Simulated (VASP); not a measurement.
# Ag in VASP: a series of runs, part 2 of 3

VASP 6.6.1. Earlier steps stand in the parts before.

### Step 3. Single point, PBEsol (strain +0.050 along x and y, +0.050 along z)

Input file INCAR:

```
ALGO = Normal
EDIFF = 1E-6
ENCUT = 520
GGA = PS
ISIF = 2
ISMEAR = 0
LASPH = T
LCHARG = F
LREAL = F
LWAVE = F
NBANDS = 12
NELM = 80
PREC = Accurate
SIGMA = 0.15
```

Input file KPOINTS:

```
k-points
0
Gamma
  20 20 20
```

Input file POSCAR:

```
Ag
1.0
    0.0000000000      2.1452550000      2.1452550000
    2.1452550000      0.0000000000      2.1452550000
    2.1452550000      2.1452550000      0.0000000000
Ag
1
Direct
    0.0000000000      0.0000000000      0.0000000000
```

Potentials or basis: VASP PAW PBE potentials, release 64 (Ag).

Launch:

```bash
> cat potpaw_PBE.64/Ag/POTCAR > POTCAR
> mpirun -np 1 vasp_std > vasp.out
```

OUTCAR:

```text
EDIFF = 1E-6
   ENCUT = 520
   GGA = PS
   ISIF = 2
   ISMEAR = 0
   LASPH = T
   LREAL = F
   NELM = 80
   PREC = Accurate

 ion  position               nearest neighbor table
   1  0.000  0.000  0.000-

  LATTYP: Found a face centered cubic cell.
 ALAT       =     4.2905100000

  Lattice vectors:

 A1 = (   0.0000000000,   2.1452550000,   2.1452550000)
 A2 = (   2.1452550000,   0.0000000000,   2.1452550000)
 A3 = (   2.1452550000,   2.1452550000,   0.0000000000)

Analysis of symmetry for initial positions (statically):
=====================================================================
 Subroutine PRICEL returns:
 Original cell was already a primitive cell.

 Routine SETGRP: Setting up the symmetry group for a
 face centered cubic supercell.

 Subroutine GETGRP returns: Found 48 space group operations
 (whereof 48 operations were pure point group operations)
 out of a pool of 48 trial point group operations.

The static configuration has the point symmetry O_h .

Analysis of symmetry for dynamics (positions and initial velocities):
=====================================================================
 Subroutine PRICEL returns:
 Original cell was already a primitive cell.

 Routine SETGRP: Setting up the symmetry group for a
 face centered cubic supercell.

 Subroutine GETGRP returns: Found 48 space group operations
 (whereof 48 operations were pure point group operations)
 out of a pool of 48 trial point group operations.

The dynamic configuration has the point symmetry O_h .

 Subroutine INISYM returns: Found 48 space group operations
 (whereof 48 operations are pure point group operations),
 and found     1 'primitive' translations

----------------------------------------------------------------------------------------

                                     Primitive cell

  volume of cell :      19.7454

  direct lattice vectors                    reciprocal lattice vectors
     0.000000000  2.145255000  2.145255000    -0.233072525  0.233072525  0.233072525
     2.145255000  0.000000000  2.145255000     0.233072525 -0.233072525  0.233072525
     2.145255000  2.145255000  0.000000000     0.233072525  0.233072525 -0.233072525

  length of vectors
     3.033848716  3.033848716  3.033848716     0.403693455  0.403693455  0.403693455

  position of ions in fractional coordinates (direct lattice)
     0.000000000  0.000000000  0.000000000

  ion indices of the primitive-cell ions
   primitive index   ion index
                 1           1

----------------------------------------------------------------------------------------

 KPOINTS: k-points

Automatic generation of k-mesh.
 Grid dimensions read from file:
 generate k-points for:   20   20   20

 Generating k-lattice:

  Cartesian coordinates                     Fractional coordinates (reciprocal lattice)
    -0.011653626  0.011653626  0.011653626     0.050000000  0.000000000  0.000000000
     0.011653626 -0.011653626  0.011653626     0.000000000  0.050000000  0.000000000
     0.011653626  0.011653626 -0.011653626     0.000000000  0.000000000  0.050000000

  Length of vectors
     0.020184673  0.020184673  0.020184673

  Shift w.r.t. Gamma in fractional coordinates (k-lattice)
     0.000000000  0.000000000  0.000000000

 Subroutine IBZKPT returns following result:
 ===========================================

 Found    256 irreducible k-points:

 Following reciprocal coordinates:
            Coordinates               Weight
  0.000000  0.000000  0.000000      1.000000
  0.050000  0.000000  0.000000      8.000000
  0.100000  0.000000  0.000000      8.000000
  0.150000  0.000000  0.000000      8.000000
  0.200000  0.000000  0.000000      8.000000
  0.250000  0.000000  0.000000      8.000000
[... 16 lines left out ...]
 -0.400000  0.050000  0.000000     24.000000
 -0.350000  0.050000  0.000000     24.000000
 [... further k-points ...]
   k-points           NKPTS =    256   k-points in BZ     NKDIM =    256   number of bands    NBANDS=     12
   number of dos      NEDOS =    301   number of ions     NIONS =      1
   total plane-waves  NPLWV =  13824
   dimension x,y,z NGX =    24 NGY =   24 NGZ =   24
   dimension x,y,z NGXF=    48 NGYF=   48 NGZF=   48
   ions per type =               1
   NGX,Y,Z   is equivalent  to a cutoff of  13.15, 13.15, 13.15 a.u.
   NGXF,Y,Z  is equivalent  to a cutoff of  26.30, 26.30, 26.30 a.u.
 SYSTEM =  unknown system
   PREC   = accura    normal or accurate (medium, high low for compatibility)
   ISTART =      0    job   : 0-new  1-cont  2-samecut
   ICHARG =      2    charge: 1-file 2-atom 10-const
   ISPIN  =      1    spin polarized calculation?
   LNONCOLLINEAR =      F non collinear calculations
   LSORBIT =      F    spin-orbit coupling
   LASPH  =      T    aspherical Exc in radial PAW
   ENCUT  =  520.0 eV  38.22 Ry    6.18 a.u.   5.64  5.64  5.64*2*pi/ulx,y,z
   NELM   =     80;   NELMIN=  2; NELMDL= -5     # of ELM steps
   EDIFF  = 0.1E-05   stopping-criterion for ELM
   LREAL  =      F    real-space projection
   EDIFFG = 0.1E-04   stopping-criterion for IOM
   NSW    =      0    number of steps for IOM
   IBRION =     -1    ionic relax: 0-MD 1-quasi-New 2-CG
   NFREE  =      0    steps in history (QN), initial steepest desc. (CG)
   ISIF   =      2    stress and relaxation
   ISYM   =      2    0-nonsym 1-usesym 2-fastsym
   POTIM  = 0.5000    time-step for ionic-motion
   TEBEG  =    0.0;   TEEND  =   0.0 temperature during run
   PSTRESS=    0.0 pullay stress
   NELECT =      11.0000    total number of electrons
   NUPDOWN=      -1.0000    fix difference up-down
   EMIN   =  10.00;   EMAX   =-10.00  energy-range for DOS
   EFERMI =   0.00;   METHOD = LEGACY
   ISMEAR =     0;   SIGMA  =   0.15  broadening in eV -4-tet -1-fermi 0-gaus
   EFERMI_NEDOS =   21; number of points for ismear=-14 and -15
   IALGO  =     38    algorithm
   IMIX   =      4    mixing-type and parameters
     AMIX     =   0.40;   BMIX     =  1.00
     AMIX_MAG =   1.60;   BMIX_MAG =  1.00
  volume/ion in A,a.u.               =      19.75       133.25
  Fermi-wavevector in a.u.,A,eV,Ry     =   1.347049  2.545554 24.688338  1.814542
  Thomas-Fermi vector in A             =   2.474831
   LORBIT       =      0    0 simple, 1 ext, 2 COOP (PROOUT), +10 PAW based schemes
   GGA     = PS    functional components
   LHFCALC =     F    Hartree Fock is set to
   AEXX    =    0.0000 exact exchange contribution
   IVDW    =     0    specifies the selected vdW correction
   LEPSILON=     F    determine dielectric tensor
   LRPA    =     F    only Hartree local field effects (RPA)
 non-spin polarized calculation
 Gauss-broadening in eV      SIGMA  =   0.15
  energy-cutoff  :      520.00
  volume of cell :       19.75
 maximum number of plane-waves:       544
   NGX = 11   NGY = 11   NGZ = 11

 number of electron      10.9999997 magnetization

 Free energy of the ion-electron system (eV)
  ---------------------------------------------------
  ext. energy  EPLUGINS =         0.00000000
  ---------------------------------------------------
  free energy    TOTEN  =        -3.16670997 eV

  energy without entropy =       -3.16403849  energy(sigma->0) =       -3.16537423

 E-fermi :   6.3532     XC(G=0): -11.5579

 val. band max:        6.3150616992   @ k =   0.5000   0.3000   0.1000
 cond. band min:       6.3768462470   @ k =   0.5000   0.0500   0.0000
 fundamental gap:      0.0617845478
 Fermi energy:         6.3532492185

 k-point     1 :       0.0000    0.0000    0.0000
  band No.  band energies     occupation
      1      -0.4537      2.00000
      2       2.0629      2.00000
      3       2.0629      2.00000
      4       2.0629      2.00000
      5       2.8677      2.00000
      6       2.8677      2.00000
      7      21.9517      0.00000
      8      24.6611      0.00000
      9      24.6611      0.00000
     10      24.6611      0.00000
     11      29.1663      0.00000
     12      29.4906      0.00000
[... 331 lines left out ...]
 k-point    24 :      -0.3500    0.0500    0.0000
  band No.  band energies     occupation
      1       0.9173      2.00000
      2       2.1114      2.00000
      3       2.1429      2.00000
      4       3.1722      2.00000
      5       3.2172      2.00000
      6       4.2935      2.00000
      7      12.3255      0.00000
      8      21.2255      0.00000
      9      22.4596      0.00000
     10      23.7321      0.00000
     11      27.1543      0.00000
     12      27.5642      0.00000

 [... further k-points ...]

------------------------ aborting loop because EDIFF is reached ----------------------------------------

  FORCE on cell =-STRESS in cart. coord.  units (eV):
  Direction    XX          YY          ZZ          XY          YZ          ZX
  --------------------------------------------------------------------------------------
  -------------------------------------------------------------------------------------
  Total       -1.5370748     -1.5370748     -1.5370748      0.0000000      0.0000000     -0.0000000
  in kB     -124.7207784   -124.7207784   -124.7207784      0.0000000      0.0000000     -0.0000000
  external PRESSURE =    -124.7207784 kB  Pullay stress =       0.0000000 kB

 VOLUME and BASIS-vectors are now :
 -----------------------------------------------------------------------------
  energy-cutoff  :      520.00
  volume of cell :       19.75
      direct lattice vectors                 reciprocal lattice vectors
     0.000000000  2.145255000  2.145255000    -0.233072525  0.233072525  0.233072525
     2.145255000  0.000000000  2.145255000     0.233072525 -0.233072525  0.233072525
     2.145255000  2.145255000  0.000000000     0.233072525  0.233072525 -0.233072525

 POSITION                                       TOTAL-FORCE (eV/Angst)
 -----------------------------------------------------------------------------------
      0.00000      0.00000      0.00000        -0.000000     -0.000000     -0.000000
 -----------------------------------------------------------------------------------
    total drift:                               -0.000000      0.000000     -0.000000

  FREE ENERGIE OF THE ION-ELECTRON SYSTEM (eV)
  ---------------------------------------------------
  free  energy   TOTEN  =        -3.1667099655 eV

  energy  without entropy=       -3.1640384907  energy(sigma->0) =       -3.16537423
```

OSZICAR:

```text
N       E                     dE             d eps       ncg     rms          rms(c)
DAV:   1     0.505036689311E+02    0.50504E+02   -0.53461E+03  6228   0.808E+02
DAV:   2    -0.263942041851E+01   -0.53143E+02   -0.49816E+02  7064   0.186E+02
DAV:   3    -0.345566140135E+01   -0.81624E+00   -0.81575E+00  7208   0.246E+01
DAV:   4    -0.345824578731E+01   -0.25844E-02   -0.25843E-02  7140   0.146E+00
DAV:   5    -0.345826854856E+01   -0.22761E-04   -0.22761E-04  7300   0.123E-01    0.395E+00
DAV:   6    -0.317400862528E+01    0.28426E+00   -0.13074E+00  6628   0.983E+00    0.250E+00
DAV:   7    -0.316925157963E+01    0.47570E-02   -0.41001E-03  7088   0.683E-01    0.146E+00
DAV:   8    -0.316669855907E+01    0.25530E-02   -0.62239E-04  7056   0.194E-01    0.451E-02
DAV:   9    -0.316670786120E+01   -0.93021E-05   -0.10212E-05  7272   0.231E-02    0.125E-02
DAV:  10    -0.316670996154E+01   -0.21003E-05   -0.18134E-06  7084   0.125E-02    0.120E-03
DAV:  11    -0.316670996547E+01   -0.39315E-08   -0.33745E-08  3716   0.150E-03
   1 F= -.31667100E+01 E0= -.31653742E+01  d E =-.267147E-02
```

stdout:

```text
POSCAR found type information on POSCAR Ag
 POSCAR found :  1 types and       1 ions
 scaLAPACK will be used
 -----------------------------------------------------------------------------
|                                                                             |
|                                                                             |
|     You enforced a specific xc type in the INCAR file but a different       |
|     I HOPE YOU KNOW WHAT YOU ARE DOING!                                     |
|                                                                             |
 -----------------------------------------------------------------------------

 LDA part: xc-table for (Slater+PW92), standard interpolation
 POSCAR, INCAR and KPOINTS ok, starting setup
 FFT: planning ... GRIDC
 FFT: planning ... GRID_SOFT
 FFT: planning ... GRID
 WAVECAR not read
 entering main loop
```

Wall time 20 s (1 thread of Intel Xeon 6975P-C (Granite Rapids), shared host); peak memory 0.18 GiB.

What came out:

- Free energy: -3.1667 eV
- Pressure: -12.5 GPa

Caveat: the cell differs from its parent crystal (strain +0.050 along x and y, +0.050 along z); the PAW data sets were made with another functional, which shifts forces and pressure a little.

### Step 4. Single point, PBEsol (strain +0.050 along x and y, +0.025 along z)

Input file INCAR:

```
PREC = Accurate
ENCUT = 520
EDIFF = 1E-7
ISMEAR = 0
SIGMA = 0.15
LREAL = F
LASPH = T
NELM = 60
ALGO = Fast
ISIF = 2
LWAVE = F
LCHARG = T
GGA = PS
LELF = T
LVHAR = T
NBANDS = 12
```

Input file KPOINTS:

```
Automatic mesh
0
Gamma
  20 20 20
```

Input file POSCAR:

```
Ag
1.0
    0.0000000000      2.1452550000      2.0941775000
    2.1452550000      0.0000000000      2.0941775000
    2.1452550000      2.1452550000      0.0000000000
Ag
1
Direct
    0.0000000000      0.0000000000      0.0000000000
```

Launch:

```bash
> cat potpaw_PBE.64/Ag/POTCAR > POTCAR
> mpirun -np 1 vasp_std > vasp.out
```

Run time: 47 s. Hardware: 1 thread of Intel Xeon 6975P-C (Granite Rapids), shared host; peak memory 0.25 GiB.

Results (log left out):

```yaml
Free_energy: -3.2012 eV
Pressure: -11.5 GPa
```

Stress tensor (GPa, compression positive):
```
-11.64   0.00   0.00
  0.00 -11.64   0.00
  0.00   0.00 -11.08
```

Levels at points of the mesh, in eV from the Fermi level:
| k point | band 4 | band 5 | band 6 | band 7 | band 8 | band 9 |
| --- | --- | --- | --- | --- | --- | --- |
| (0.00, 0.00, 0.00) | -4.27 | -3.58 | -3.45 | 15.69 | 18.46 | 18.46 |
| (0.50, 0.00, 0.00) | -2.90 | -2.84 | -0.12 | 2.96 | 14.85 | 16.29 |
| (0.50, 0.50, 0.00) | -2.70 | -2.70 | 1.92 | 6.19 | 9.73 | 9.73 |
| (0.50, 0.00, 0.50) | -2.75 | -2.66 | 1.55 | 5.64 | 10.14 | 10.14 |

Caveat: the cell differs from its parent crystal (strain +0.050 along x and y, +0.025 along z); the PAW data sets were made with another functional, which shifts forces and pressure a little.

(Continued in part 3 of 3.)
